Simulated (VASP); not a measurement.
# As (R-3m) in VASP: notebook

The runs below take As through single point, with PBEsol.

Everything below comes from runs of VASP 6.6.1. Logs are shortened: lines on timing, memory, paths and dates and some standing lists are left out, and cuts for length are marked.

## (1) The cell of the first run

The structure is trigonal, space group R-3m (No. 166). The conventional cell has a = 3.811 Å, b = 3.811 Å, c = 10.681 Å, α = 90.00°, β = 90.00°, γ = 120.00°. As (site symmetry 3m) has 6 As at 2.54 to 3.18 Å within 3.4 Å.

## (2) Single point, PBEsol (volume scaled by 1.04)

Input file INCAR:

```
  ALGO = Normal
  EDIFF = 1E-6
  ENCUT = 520
  GGA = PS
  ISIF = 2
  ISMEAR = -1
  LASPH = T
  LCHARG = F
  LREAL = F
  LWAVE = F
  NBANDS = 12
  NELM = 80
  PREC = Accurate
  SIGMA = 0.1
```

Input file KPOINTS:

```
k-points
0
Gamma
  9 9 9
```

Input file POSCAR:

```
As
1.0
    1.9055470646      1.1001681106      3.5603049553
   -1.9055470646      1.1001681106      3.5603049553
    0.0000000000     -2.2003362214      3.5603049553
As
2
Direct
    0.2260000000      0.2260000000      0.2260000000
    0.7740000000      0.7740000000      0.7740000000
```

Potentials or basis: VASP PAW PBE potentials, release 64 (As).

The run is started by

```console
> cat potpaw_PBE.64/As/POTCAR > POTCAR
> mpirun -np 1 vasp_std > vasp.out
```

OUTCAR:

```text
EDIFF = 1E-6
   ENCUT = 520
   GGA = PS
   ISIF = 2
   ISMEAR = -1
   LASPH = T
   LREAL = F
   NELM = 80
   PREC = Accurate

 ion  position               nearest neighbor table
   1  0.226  0.226  0.226-   2 2.54   2 2.54   2 2.54
   2  0.774  0.774  0.774-   1 2.54   1 2.54   1 2.54

  LATTYP: Found a trigonal (rhomboedric) cell.
 ALAT       =     4.1853614971
 COS(alpha) =     0.5854247172

  Lattice vectors:

 A1 = (   1.9055470646,   1.1001681106,   3.5603049553)
 A2 = (  -1.9055470646,   1.1001681106,   3.5603049553)
 A3 = (   0.0000000000,  -2.2003362214,   3.5603049553)

Analysis of symmetry for initial positions (statically):
=====================================================================
 Subroutine PRICEL returns:
 Original cell was already a primitive cell.

 Routine SETGRP: Setting up the symmetry group for a
 trigonal (rhombohedral) supercell.

 Subroutine GETGRP returns: Found 12 space group operations
 (whereof 12 operations were pure point group operations)
 out of a pool of 12 trial point group operations.

The static configuration has the point symmetry D_3d.

Analysis of symmetry for dynamics (positions and initial velocities):
=====================================================================
 Subroutine PRICEL returns:
 Original cell was already a primitive cell.

 Routine SETGRP: Setting up the symmetry group for a
 trigonal (rhombohedral) supercell.

 Subroutine GETGRP returns: Found 12 space group operations
 (whereof 12 operations were pure point group operations)
 out of a pool of 12 trial point group operations.

The dynamic configuration has the point symmetry D_3d.

 Subroutine INISYM returns: Found 12 space group operations
 (whereof 12 operations are pure point group operations),
 and found     1 'primitive' translations

----------------------------------------------------------------------------------------

                                     Primitive cell

  volume of cell :      44.7834

  direct lattice vectors                    reciprocal lattice vectors
     1.905547065  1.100168111  3.560304955     0.262391840  0.151491999  0.093624939
    -1.905547065  1.100168111  3.560304955    -0.262391840  0.151491999  0.093624939
     0.000000000 -2.200336221  3.560304955     0.000000000 -0.302983999  0.093624939

  length of vectors
     4.185361497  4.185361497  4.185361497     0.317119745  0.317119745  0.317119745

  position of ions in fractional coordinates (direct lattice)
     0.226000000  0.226000000  0.226000000
     0.774000000  0.774000000  0.774000000

  ion indices of the primitive-cell ions
   primitive index   ion index
                 1           1
                 2           2

----------------------------------------------------------------------------------------

 KPOINTS: k-points

Automatic generation of k-mesh.
 Grid dimensions read from file:
 generate k-points for:    9    9    9

 Generating k-lattice:

  Cartesian coordinates                     Fractional coordinates (reciprocal lattice)
     0.029154649  0.016832444  0.010402771     0.111111111  0.000000000  0.000000000
    -0.029154649  0.016832444  0.010402771     0.000000000  0.111111111  0.000000000
     0.000000000 -0.033664889  0.010402771     0.000000000  0.000000000  0.111111111

  Length of vectors
     0.035235527  0.035235527  0.035235527

  Shift w.r.t. Gamma in fractional coordinates (k-lattice)
     0.000000000  0.000000000  0.000000000

 Subroutine IBZKPT returns following result:
 ===========================================

 Found     85 irreducible k-points:

 Following reciprocal coordinates:
            Coordinates               Weight
  0.000000  0.000000  0.000000      1.000000
  0.111111 -0.000000 -0.000000      6.000000
  0.222222 -0.000000  0.000000      6.000000
  0.333333  0.000000  0.000000      6.000000
  0.444444 -0.000000  0.000000      6.000000
  0.111111  0.111111 -0.000000      6.000000
[... 16 lines left out ...]
 -0.333333  0.333333  0.000000      6.000000
  0.444444  0.444444  0.000000      6.000000
 [... further k-points ...]
   k-points           NKPTS =     85   k-points in BZ     NKDIM =     85   number of bands    NBANDS=     12
   number of dos      NEDOS =    301   number of ions     NIONS =      2
   total plane-waves  NPLWV =  32768
   dimension x,y,z NGX =    32 NGY =   32 NGZ =   32
   dimension x,y,z NGXF=    64 NGYF=   64 NGZF=   64
   ions per type =               2
   NGX,Y,Z   is equivalent  to a cutoff of  12.71, 12.71, 12.71 a.u.
   NGXF,Y,Z  is equivalent  to a cutoff of  25.42, 25.42, 25.42 a.u.
 SYSTEM =  unknown system
   PREC   = accura    normal or accurate (medium, high low for compatibility)
   ISTART =      0    job   : 0-new  1-cont  2-samecut
   ICHARG =      2    charge: 1-file 2-atom 10-const
   ISPIN  =      1    spin polarized calculation?
   LNONCOLLINEAR =      F non collinear calculations
   LSORBIT =      F    spin-orbit coupling
   LASPH  =      T    aspherical Exc in radial PAW
   ENCUT  =  520.0 eV  38.22 Ry    6.18 a.u.   7.78  7.78  7.78*2*pi/ulx,y,z
   NELM   =     80;   NELMIN=  2; NELMDL= -5     # of ELM steps
   EDIFF  = 0.1E-05   stopping-criterion for ELM
   LREAL  =      F    real-space projection
   EDIFFG = 0.1E-04   stopping-criterion for IOM
   NSW    =      0    number of steps for IOM
   IBRION =     -1    ionic relax: 0-MD 1-quasi-New 2-CG
   NFREE  =      0    steps in history (QN), initial steepest desc. (CG)
   ISIF   =      2    stress and relaxation
   ISYM   =      2    0-nonsym 1-usesym 2-fastsym
   POTIM  = 0.5000    time-step for ionic-motion
   TEBEG  =    0.0;   TEEND  =   0.0 temperature during run
   PSTRESS=    0.0 pullay stress
   NELECT =      10.0000    total number of electrons
   NUPDOWN=      -1.0000    fix difference up-down
   EMIN   =  10.00;   EMAX   =-10.00  energy-range for DOS
   EFERMI =   0.00;   METHOD = LEGACY
   ISMEAR =    -1;   SIGMA  =   0.10  broadening in eV -4-tet -1-fermi 0-gaus
   EFERMI_NEDOS =   21; number of points for ismear=-14 and -15
   IALGO  =     38    algorithm
   IMIX   =      4    mixing-type and parameters
     AMIX     =   0.40;   BMIX     =  1.00
     AMIX_MAG =   1.60;   BMIX_MAG =  1.00
  volume/ion in A,a.u.               =      22.39       151.11
  Fermi-wavevector in a.u.,A,eV,Ry     =   0.993198  1.876872 13.421358  0.986442
  Thomas-Fermi vector in A             =   2.125063
   LORBIT       =      0    0 simple, 1 ext, 2 COOP (PROOUT), +10 PAW based schemes
   GGA     = PS    functional components
   LHFCALC =     F    Hartree Fock is set to
   AEXX    =    0.0000 exact exchange contribution
   IVDW    =     0    specifies the selected vdW correction
   LEPSILON=     F    determine dielectric tensor
   LRPA    =     F    only Hartree local field effects (RPA)
 non-spin polarized calculation
  energy-cutoff  :      520.00
  volume of cell :       44.78
 maximum number of plane-waves:      1221
   NGX = 15   NGY = 15   NGZ = 15

 number of electron      10.0000000 magnetization

 number of electron       9.9999999 magnetization

 Free energy of the ion-electron system (eV)
  ---------------------------------------------------
  ext. energy  EPLUGINS =         0.00000000
  ---------------------------------------------------
  free energy    TOTEN  =       -10.19829872 eV

  energy without entropy =      -10.19214984  energy(sigma->0) =      -10.19522428

 E-fermi :   4.8952     XC(G=0):  -9.9394

 val. band max:        4.8777307426   @ k =   0.4444   0.3333   0.3333
 cond. band min:       5.0767606191   @ k =   0.4444   0.1111   0.1111
 fundamental gap:      0.1990298765
 Fermi energy:         4.8952263463

 k-point     1 :       0.0000    0.0000    0.0000
  band No.  band energies     occupation
      1      -9.8257      2.00000
      2      -1.0709      2.00000
      3       2.5502      2.00000
      4       2.9562      2.00000
      5       2.9562      2.00000
      6       6.4607      0.00000
      7       7.7318      0.00000
      8       7.7318      0.00000
      9      11.7501      0.00000
     10      11.7501      0.00000
     11      12.1984      0.00000
     12      13.5366      0.00000

 k-point     2 :       0.1111   -0.0000   -0.0000
  band No.  band energies     occupation
      1      -9.6665      2.00000
      2      -1.5825      2.00000
      3       2.5462      2.00000
      4       2.8359      2.00000
      5       2.9219      2.00000
      6       6.7132      0.00000
      7       7.4263      0.00000
      8       7.6220      0.00000
      9      10.8307      0.00000
     10      11.5339      0.00000
     11      11.6287      0.00000
     12      14.3864      0.00000

 k-point     3 :       0.2222   -0.0000    0.0000
  band No.  band energies     occupation
      1      -9.1944      2.00000
      2      -2.8242      2.00000
      3       2.2778      2.00000
      4       2.5699      2.00000
      5       3.3123      2.00000
      6       6.2302      0.00000
      7       7.0197      0.00000
      8       7.2060      0.00000
      9      10.7283      0.00000
     10      11.3774      0.00000
     11      12.2417      0.00000
     12      16.2262      0.00000
[... 286 lines left out ...]
 k-point    23 :      -0.3333    0.3333    0.0000
  band No.  band energies     occupation
      1      -6.3119      2.00000
      2      -6.1698      2.00000
      3      -0.8404      2.00000
      4       1.8013      2.00000
      5       1.8261      2.00000
      6       7.3717      0.00000
      7       7.5353      0.00000
      8      10.5306      0.00000
      9      11.3295      0.00000
     10      12.6574      0.00000
     11      14.8716      0.00000
     12      17.2203      0.00000

 k-point    24 :       0.4444    0.4444    0.0000
  band No.  band energies     occupation
      1      -7.3639      2.00000
      2      -4.5824      2.00000
      3      -0.7416      2.00000
      4       0.9796      2.00000
      5       0.9924      2.00000
      6       6.4148      0.00000
      7      10.0809      0.00000
      8      11.3983      0.00000
      9      11.5151      0.00000
     10      15.2728      0.00000
     11      15.9858      0.00000
     12      17.3163      0.00000

 [... further k-points ...]
[... 5 lines left out ...]
  --------------------------------------------------------------------------------------
  -------------------------------------------------------------------------------------
  Total       -0.6323783     -0.6323783     -0.5820964      0.0000000      0.0000000     -0.0000000
  in kB      -22.6240501    -22.6240501    -20.8251572      0.0000000      0.0000000     -0.0000000
  external PRESSURE =     -22.0244192 kB  Pullay stress =       0.0000000 kB

 VOLUME and BASIS-vectors are now :
 -----------------------------------------------------------------------------
  energy-cutoff  :      520.00
  volume of cell :       44.78
      direct lattice vectors                 reciprocal lattice vectors
     1.905547065  1.100168111  3.560304955     0.262391840  0.151491999  0.093624939
    -1.905547065  1.100168111  3.560304955    -0.262391840  0.151491999  0.093624939
     0.000000000 -2.200336221  3.560304955     0.000000000 -0.302983999  0.093624939

 POSITION                                       TOTAL-FORCE (eV/Angst)
 -----------------------------------------------------------------------------------
      0.00000     -0.00000      2.41389         0.000000     -0.000000      0.169903
      0.00000     -0.00000      8.26703         0.000000      0.000000     -0.169903
 -----------------------------------------------------------------------------------
    total drift:                               -0.000000     -0.000000      0.000000

  FREE ENERGIE OF THE ION-ELECTRON SYSTEM (eV)
  ---------------------------------------------------
  free  energy   TOTEN  =       -10.1982987165 eV

  energy  without entropy=      -10.1921498400  energy(sigma->0) =      -10.19522428
```

It took 67 s on 1 thread of Intel Xeon 6975P-C, shared host; peak memory 0.16 GiB.

Results:

```
Free energy            : -10.1983 eV
Pressure               : -2.2 GPa
Largest force          : 0.170 eV/Å
Band gap on the k mesh : zero (band 5 reaches 4.88 eV, above the bottom of band 6 at 4.78 eV)
```

Forces in eV/Å, atoms in the order of the input:
```
As   0.000  0.000  0.170
As   0.000  0.000 -0.170
```

Caveat: the PAW data sets were made with another functional, which shifts forces and pressure a little.

## (3) Single point, PBEsol (volume scaled by 1.06)

Input file INCAR:

```
PREC = Accurate ; ENCUT = 520
EDIFF = 1E-7 ; ISMEAR = -1
SIGMA = 0.1 ; LREAL = False
LASPH = True ; NELM = 80
ALGO = Normal ; ISIF = 2
LWAVE = False ; LCHARG = False
GGA = PS ; NBANDS = 12
```

Input file KPOINTS:

```
Automatic mesh
0
Gamma
  9 9 9
```

Input file POSCAR:

```
As
1.0
    1.9176846343      1.1071757398      3.5829826684
   -1.9176846343      1.1071757398      3.5829826684
    0.0000000000     -2.2143514796      3.5829826684
As
2
Direct
    0.2260000000      0.2260000000      0.2260000000
    0.7740000000      0.7740000000      0.7740000000
```

Potentials or basis: VASP PAW PBE potentials, release 64 (As).

The run is started by

```console
> cat potpaw_PBE.64/As/POTCAR > POTCAR
> mpirun -np 1 vasp_std > vasp.out
```

Run time: 70 s. Hardware: 1 thread of Intel Xeon 6975P-C, shared host; peak memory 0.16 GiB.

The run converged. Its results:

```yaml
Free_energy: -10.1831 eV
Pressure: -3.4 GPa
Largest_force: 0.048 eV/Å
Band_gap_on_the_k_mesh: zero (band 5 reaches 4.66 eV, above the bottom of band 6 at 4.57 eV)
```

Forces on the atoms (eV/Å):
```
As   0.000  0.000  0.048
As   0.000  0.000 -0.048
```

Stress tensor (GPa, compression positive):
```
-3.66  0.00  0.00
 0.00 -3.66  0.00
 0.00  0.00 -3.01
```

Levels at points of the mesh, in eV from the Fermi level:
| k point | band 1 | band 2 | band 3 | band 4 | band 5 | band 6 | band 7 | band 8 | band 9 | band 10 |
| --- | --- | --- | --- | --- | --- | --- | --- | --- | --- | --- |
| (0.00, 0.00, 0.00) | -14.54 | -6.04 | -2.27 | -1.89 | -1.89 | 1.58 | 2.82 | 2.82 | 6.88 | 6.88 |

Caveat: the PAW data sets were made with another functional, which shifts forces and pressure a little.
